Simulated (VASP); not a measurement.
# Cu in VASP: a series of runs

The runs below take Cu through single point, with PBEsol.

All numbers are computed with VASP 6.6.1; they aren't measurements. Logs are shortened: lines on timing, memory, paths and dates and some standing lists are left out, and cuts for length are marked.

### 1 The cell of the first run

The cell holds a wire with vacuum, 2 atoms: a = 10.000 Å, b = 9.300 Å, c = 4.082 Å, α = 90.00°, β = 90.00°, γ = 90.00°.

### 2 Single point, PBEsol, collinear spin, ferromagnetic start

The input, INCAR:

```
SYSTEM = Cu
ALGO = Normal ; EDIFF = 1E-6
ENCUT = 520 ; GGA = PS
ISIF = 2 ; ISMEAR = 0
ISPIN = 2 ; LASPH = .TRUE.
LCHARG = .TRUE. ; LELF = .TRUE.
LMAXMIX = 4 ; LORBIT = 11
LREAL = .FALSE. ; LVHAR = .TRUE.
LWAVE = .FALSE. ; MAGMOM = 0.5 0.5
NBANDS = 22 ; NELM = 150
PREC = Accurate ; SIGMA = 0.05
```

The input, KPOINTS:

```
k-points
0
G
  1 1 16
  0 0 0
```

The input, POSCAR:

```
Cu
1.0
   10.0000000000      0.0000000000      0.0000000000
    0.0000000000      9.3000000000      0.0000000000
    0.0000000000      0.0000000000      4.0818889959
Cu
2
Direct
    0.4489763876      0.5000000000      0.0000000000
    0.5510236124      0.5000000000      0.5000000000
```

Potentials or basis: VASP PAW PBE potentials, release 64 (Cu).

The run is started by

```console
$ cat potpaw_PBE.64/Cu/POTCAR > POTCAR
$ mpirun -np 1 vasp_std > vasp.out
```

OUTCAR:

```text
SYSTEM = Cu
   EDIFF = 1E-6
   ENCUT = 520
   GGA = PS
   ISIF = 2
   ISMEAR = 0
   ISPIN = 2
   LASPH = .TRUE.
   LORBIT = 11
   LREAL = .FALSE.
   NELM = 150
   PREC = Accurate

 ion  position               nearest neighbor table
   1  0.449  0.500  0.000-   2 2.28   2 2.28
   2  0.551  0.500  0.500-   1 2.28   1 2.28

  LATTYP: Found a simple orthorhombic cell.
 ALAT       =     4.0818889959
 B/A-ratio  =     2.2783569101
 C/A-ratio  =     2.4498461399

  Lattice vectors:

 A1 = (   0.0000000000,   0.0000000000,  -4.0818889959)
 A2 = (   0.0000000000,   9.3000000000,   0.0000000000)
 A3 = (  10.0000000000,   0.0000000000,   0.0000000000)

Analysis of symmetry for initial positions (statically):
=====================================================================
 Subroutine PRICEL returns:
 Original cell was already a primitive cell.

 Routine SETGRP: Setting up the symmetry group for a
 simple orthorhombic supercell.

 Subroutine GETGRP returns: Found  8 space group operations
 (whereof  4 operations were pure point group operations)
 out of a pool of  8 trial point group operations.

The static configuration has the point symmetry C_2v.
 The point group associated with its full space group is D_2h.

Analysis of symmetry for dynamics (positions and initial velocities):
=====================================================================
 Subroutine PRICEL returns:
 Original cell was already a primitive cell.

 Routine SETGRP: Setting up the symmetry group for a
 simple orthorhombic supercell.

 Subroutine GETGRP returns: Found  8 space group operations
 (whereof  4 operations were pure point group operations)
 out of a pool of  8 trial point group operations.

The dynamic configuration has the point symmetry C_2v.
 The point group associated with its full space group is D_2h.

Analysis of structural, dynamic, and magnetic symmetry:
=====================================================================
 Subroutine PRICEL returns:
 Original cell was already a primitive cell.

 Routine SETGRP: Setting up the symmetry group for a
 simple orthorhombic supercell.

 Subroutine GETGRP returns: Found  8 space group operations
 (whereof  4 operations were pure point group operations)
 out of a pool of  8 trial point group operations.

The overall configuration has the point symmetry C_2v.
 The point group associated with its full space group is D_2h.

 Subroutine INISYM returns: Found  8 space group operations
 (whereof  4 operations are pure point group operations),
 and found     1 'primitive' translations

----------------------------------------------------------------------------------------

                                     Primitive cell

  volume of cell :     379.6157

  direct lattice vectors                    reciprocal lattice vectors
    10.000000000  0.000000000  0.000000000     0.100000000  0.000000000  0.000000000
     0.000000000  9.300000000  0.000000000     0.000000000  0.107526882  0.000000000
     0.000000000  0.000000000  4.081888996     0.000000000  0.000000000  0.244984614

  length of vectors
    10.000000000  9.300000000  4.081888996     0.100000000  0.107526882  0.244984614

  position of ions in fractional coordinates (direct lattice)
     0.448976388  0.500000000  0.000000000
     0.551023612  0.500000000  0.500000000

  ion indices of the primitive-cell ions
   primitive index   ion index
                 1           1
                 2           2

----------------------------------------------------------------------------------------

 KPOINTS: k-points

Automatic generation of k-mesh.
 Grid dimensions read from file:
 generate k-points for:    1    1   16

 Generating k-lattice:

  Cartesian coordinates                     Fractional coordinates (reciprocal lattice)
     0.100000000  0.000000000  0.000000000     1.000000000  0.000000000  0.000000000
     0.000000000  0.107526882  0.000000000     0.000000000  1.000000000  0.000000000
     0.000000000  0.000000000  0.015311538     0.000000000  0.000000000  0.062500000

  Length of vectors
     0.100000000  0.107526882  0.015311538

  Shift w.r.t. Gamma in fractional coordinates (k-lattice)
     0.000000000  0.000000000  0.000000000

 Subroutine IBZKPT returns following result:
 ===========================================

 Found      9 irreducible k-points:

 Following reciprocal coordinates:
            Coordinates               Weight
  0.000000  0.000000  0.000000      1.000000
  0.000000  0.000000  0.062500      2.000000
  0.000000  0.000000  0.125000      2.000000
  0.000000  0.000000  0.187500      2.000000
  0.000000  0.000000  0.250000      2.000000
  0.000000  0.000000  0.312500      2.000000
  0.000000  0.000000  0.375000      2.000000
  0.000000  0.000000  0.437500      2.000000
  0.000000  0.000000  0.500000      1.000000
   k-points           NKPTS =      9   k-points in BZ     NKDIM =      9   number of bands    NBANDS=     22
   number of dos      NEDOS =    301   number of ions     NIONS =      2
   total plane-waves  NPLWV = 168000
   dimension x,y,z NGX =    80 NGY =   70 NGZ =   30
   dimension x,y,z NGXF=   160 NGYF=  140 NGZF=   60
   ions per type =               2
   NGX,Y,Z   is equivalent  to a cutoff of  13.30, 12.51, 12.22 a.u.
   NGXF,Y,Z  is equivalent  to a cutoff of  26.60, 25.03, 24.44 a.u.
 SYSTEM =  Cu
   PREC   = accura    normal or accurate (medium, high low for compatibility)
   ISTART =      0    job   : 0-new  1-cont  2-samecut
   ICHARG =      2    charge: 1-file 2-atom 10-const
   ISPIN  =      2    spin polarized calculation?
   LNONCOLLINEAR =      F non collinear calculations
   LSORBIT =      F    spin-orbit coupling
   LASPH  =      T    aspherical Exc in radial PAW
   ENCUT  =  520.0 eV  38.22 Ry    6.18 a.u.  18.59 17.29  7.59*2*pi/ulx,y,z
   NELM   =    150;   NELMIN=  2; NELMDL= -5     # of ELM steps
   EDIFF  = 0.1E-05   stopping-criterion for ELM
   LREAL  =      F    real-space projection
   EDIFFG = 0.1E-04   stopping-criterion for IOM
   NSW    =      0    number of steps for IOM
   IBRION =     -1    ionic relax: 0-MD 1-quasi-New 2-CG
   NFREE  =      0    steps in history (QN), initial steepest desc. (CG)
   ISIF   =      2    stress and relaxation
   ISYM   =      2    0-nonsym 1-usesym 2-fastsym
   POTIM  = 0.5000    time-step for ionic-motion
   TEBEG  =    0.0;   TEEND  =   0.0 temperature during run
   PSTRESS=    0.0 pullay stress
   NELECT =      22.0000    total number of electrons
   NUPDOWN=      -1.0000    fix difference up-down
   EMIN   =  10.00;   EMAX   =-10.00  energy-range for DOS
   EFERMI =   0.00;   METHOD = LEGACY
   ISMEAR =     0;   SIGMA  =   0.05  broadening in eV -4-tet -1-fermi 0-gaus
   EFERMI_NEDOS =   21; number of points for ismear=-14 and -15
   IALGO  =     38    algorithm
   IMIX   =      4    mixing-type and parameters
     AMIX     =   0.40;   BMIX     =  1.00
     AMIX_MAG =   1.60;   BMIX_MAG =  1.00
  volume/ion in A,a.u.               =     189.81      1280.89
  Fermi-wavevector in a.u.,A,eV,Ry     =   0.633531  1.197199  5.460850  0.401361
  Thomas-Fermi vector in A             =   1.697218
   LORBIT       =     11    0 simple, 1 ext, 2 COOP (PROOUT), +10 PAW based schemes
   GGA     = PS    functional components
   LHFCALC =     F    Hartree Fock is set to
   AEXX    =    0.0000 exact exchange contribution
   IVDW    =     0    specifies the selected vdW correction
   LEPSILON=     F    determine dielectric tensor
   LRPA    =     F    only Hartree local field effects (RPA)
 spin polarized calculation
 Gauss-broadening in eV      SIGMA  =   0.05
  energy-cutoff  :      520.00
  volume of cell :      379.62
 maximum number of plane-waves:     10257
 NGX is ok and might be reduce to    80
   NGX = 37   NGY = 35   NGZ = 15

 number of electron      21.9999996 magnetization      -0.0000070

 number of electron      21.9999996 magnetization       0.0000525

 Free energy of the ion-electron system (eV)
  ---------------------------------------------------
  ext. energy  EPLUGINS =         0.00000000
  ---------------------------------------------------
  free energy    TOTEN  =        -4.25990237 eV

  energy without entropy =       -4.25637618  energy(sigma->0) =       -4.25813928

 E-fermi :  -3.9100     XC(G=0):  -2.0642

 val. band max:       -3.9100085458   @ k =   0.0000   0.0000   0.5000
 cond. band min:      -3.9099907060   @ k =   0.0000   0.0000   0.5000
 fundamental gap:      0.0000178398
 Fermi energy:        -3.9099996259

 spin component 1

 k-point     1 :       0.0000    0.0000    0.0000
  band No.  band energies     occupation
      1      -7.2088      1.00000
      2      -5.7303      1.00000
      3      -5.7300      1.00000
      4      -5.6716      1.00000
      5      -5.2343      1.00000
      6      -5.0958      1.00000
[... 14 lines left out ...]
     21       3.8395      0.00000
     22       4.0130      0.00000
[... 176 lines left out ...]
 k-point     9 :       0.0000    0.0000    0.5000
  band No.  band energies     occupation
      1      -6.3655      1.00000
      2      -6.3655      1.00000
      3      -5.5571      1.00000
      4      -5.5571      1.00000
      5      -5.1027      1.00000
      6      -5.1027      1.00000
[... 14 lines left out ...]
     21       4.3663      0.00000
     22       4.3663      0.00000
 Fermi energy:        -3.9099996259

 spin component 2

 k-point     1 :       0.0000    0.0000    0.0000
  band No.  band energies     occupation
      1      -7.2087      1.00000
      2      -5.7303      1.00000
      3      -5.7300      1.00000
      4      -5.6716      1.00000
      5      -5.2342      1.00000
      6      -5.0958      1.00000
[... 14 lines left out ...]
     21       3.8358      0.00000
     22       4.0127      0.00000
[... 177 lines left out ...]
  band No.  band energies     occupation
      1      -6.3655      1.00000
      2      -6.3655      1.00000
      3      -5.5571      1.00000
      4      -5.5571      1.00000
      5      -5.1027      1.00000
      6      -5.1027      1.00000
[... 14 lines left out ...]
     21       4.3652      0.00000
     22       4.3652      0.00000

------------------------ aborting loop because EDIFF is reached ----------------------------------------

  FORCE on cell =-STRESS in cart. coord.  units (eV):
  Direction    XX          YY          ZZ          XY          YZ          ZX
  --------------------------------------------------------------------------------------
  -------------------------------------------------------------------------------------
  Total       -0.1114371     -0.0290084     -1.6077552      0.0000000      0.0000000      0.0000000
  in kB       -0.4703229     -0.1224308     -6.7855704      0.0000000      0.0000000      0.0000000
  external PRESSURE =      -2.4594414 kB  Pullay stress =       0.0000000 kB

 VOLUME and BASIS-vectors are now :
 -----------------------------------------------------------------------------
  energy-cutoff  :      520.00
  volume of cell :      379.62
      direct lattice vectors                 reciprocal lattice vectors
    10.000000000  0.000000000  0.000000000     0.100000000  0.000000000  0.000000000
     0.000000000  9.300000000  0.000000000     0.000000000  0.107526882  0.000000000
     0.000000000  0.000000000  4.081888996     0.000000000  0.000000000  0.244984614

 POSITION                                       TOTAL-FORCE (eV/Angst)
 -----------------------------------------------------------------------------------
      4.48976      4.65000      0.00000         0.086712      0.000000      0.000000
      5.51024      4.65000      2.04094        -0.086712      0.000000      0.000000
 -----------------------------------------------------------------------------------
    total drift:                               -0.000000      0.000000      0.000000

  FREE ENERGIE OF THE ION-ELECTRON SYSTEM (eV)
  ---------------------------------------------------
  free  energy   TOTEN  =        -4.2599023680 eV

  energy  without entropy=       -4.2563761832  energy(sigma->0) =       -4.25813928

 total charge

# of ion       s       p       d       tot
------------------------------------------
    1        0.490   0.107   9.286   9.883
    2        0.490   0.107   9.286   9.883
--------------------------------------------------
tot          0.980   0.214  18.571  19.765

 magnetization (x)

# of ion       s       p       d       tot
------------------------------------------
    1        0.000   0.000   0.000   0.000
    2        0.000   0.000   0.000   0.000
--------------------------------------------------
tot          0.000   0.000   0.000   0.000
```

It took 2.6 min on 1 thread of Intel Xeon 6975P-C (Granite Rapids), shared host; peak memory 0.59 GiB.

What came out:

```
Free energy                                           : -4.2599 eV
Largest force                                         : 0.087 eV/Å
Band gap on the k mesh                                : zero (filled and empty bands touch)
Net moment                                            : 0.00 μB per cell
Valence electrons inside the program's atomic spheres : Cu 9.88
```

Forces on the atoms (eV/Å):
```
Cu   0.087  0.000  0.000
Cu  -0.087  0.000  0.000
```

Caveat: the PAW data sets were made with another functional, which shifts forces and pressure a little.

### 3 Single point, PBEsol, collinear spin, ferromagnetic start

This run uses another cell than the first one, of 122.95 Å³/atom, 0.648 times its volume.

The input, INCAR:

```
SYSTEM = Cu
PREC = Accurate
ENCUT = 520
EDIFF = 1E-6
ISMEAR = 0
SIGMA = 0.05
LREAL = .False.
LASPH = .True.
NELM = 150
ALGO = Normal
ISIF = 2
LWAVE = .False.
LCHARG = .False.
ISPIN = 2
MAGMOM = 0.5 0.5
LORBIT = 11
LMAXMIX = 4
GGA = PS
NBANDS = 22
```

The input, KPOINTS:

```
Automatic mesh
0
Gamma
  1 1 27
  0 0 0
```

The input, POSCAR:

```
Cu
1.0
   11.0000000000      0.0000000000      0.0000000000
    0.0000000000      9.3000000000      0.0000000000
    0.0000000000      0.0000000000      2.4037790754
Cu
2
Direct
    0.4072297955      0.5000000000      0.0000000000
    0.5927702045      0.5000000000      0.5000000000
```

Potentials or basis: VASP PAW PBE potentials, release 64 (Cu).

The run is started by

```console
$ cat potpaw_PBE.64/Cu/POTCAR > POTCAR
$ mpirun -np 1 vasp_std > vasp.out
```

Wall time 1.8 min (1 thread of Intel Xeon 6975P-C (Granite Rapids), shared host); peak memory 0.44 GiB.

The run converged. Its results:

| Quantity | Value |
| --- | --- |
| Free energy | -5.3083 eV |
| Largest force | 0.184 eV/Å |
| Band gap on the k mesh | zero (filled and empty bands overlap) |
| Net moment | 0.00 μB per cell |
| Valence electrons inside the program's atomic spheres | Cu 9.92 |

Forces in eV/Å, atoms in the order of the input:
```
Cu   0.184  0.000  0.000
Cu  -0.184  0.000  0.000
```

Levels at points of the mesh, in eV from the Fermi level:
Spin up:
| k point | band 8 | band 9 | band 10 | band 11 | band 12 | band 13 | band 14 | band 15 |
| --- | --- | --- | --- | --- | --- | --- | --- | --- |
| (0.00, 0.00, 0.00) | -1.24 | -0.98 | -0.81 | -0.64 | -0.35 | 1.64 | 2.33 | 4.38 |
Spin down:
```tsv
k point	band 9	band 10	band 11	band 12	band 13	band 14
(0.00, 0.00, 0.00)	-0.98	-0.81	-0.64	-0.35	1.64	2.33
```

Caveat: the PAW data sets were made with another functional, which shifts forces and pressure a little.
